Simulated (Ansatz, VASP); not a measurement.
KCl: VASP beside Ansatz

INCAR

```
SYSTEM = KCl
PREC = Accurate
ENCUT = 520
EDIFF = 1E-7
ISMEAR = 0
SIGMA = 0.05
LREAL = .False.
LASPH = .True.
NELM = 100
ALGO = Normal
ISIF = 2
LWAVE = .False.
LCHARG = .False.
GGA = PS
NBANDS = 15
```

KPOINTS

```
Automatic mesh
0
Gamma
  6 6 6
  0 0 0
```

File POSCAR:

```
KCl
1.0
    3.8391960000      0.0000000000      0.0000000000
    0.0000000000      3.8391960000      0.0000000000
    0.0000000000      0.0000000000      3.8391960000
K Cl
1 1
Direct
    0.0000000000      0.0000000000      0.0000000000
    0.5000000000      0.5000000000      0.4479057594
```

Input for Ansatz:

```yaml
crystal:
  lattice:
    - [3.839196, 0.0, 0.0]
    - [0.0, 3.839196, 0.0]
    - [0.0, 0.0, 3.839196]
  atoms:
    - { symbol: K, position: [0.0, 0.0, 0.0] }
    - { symbol: Cl, position: [0.5, 0.5, 0.4479057594] }
basis:
  ecutwfc: 420
kpoints:
  mp_grid: { grid: [6, 6, 6] }
hamiltonian:
  xc: pbesol
scf:
  occupations: { method: gaussian, width: 0.05 }
output:
  forces: true
  stress: true
  eigenvalues: true
```

Alike in both runs: task single point; functional PBEsol; k mesh 6 × 6 × 6; occupations gaussian, width 0.05 eV; no spin polarisation.

```csv
,VASP,Ansatz
version,VASP 6.6.1,Ansatz 0.2.0
potentials or method,"VASP PAW PBE potentials, release 64 (K_sv, Cl), cutoff 520 eV","scalar-relativistic, plane waves, PAW"
valence electrons in the cell,16,16
```

```csv
,VASP,Ansatz,Ansatz less VASP
gap on the k mesh at the Fermi level (eV),4.63,4.63,+0.003
least direct gap on the mesh (eV),4.84,4.84,+0.003
pressure (GPa),-1.2,-1.2,-0.02
rms of the force components (eV/Å),0.059,0.057,-0.0021
```

VASP's potentials were made for PBE, not for PBEsol. Atom by atom the forces differ by 0.002 eV/Å (rms over components). With one functional, cell and mesh, what is left measures potentials, basis and numerics.
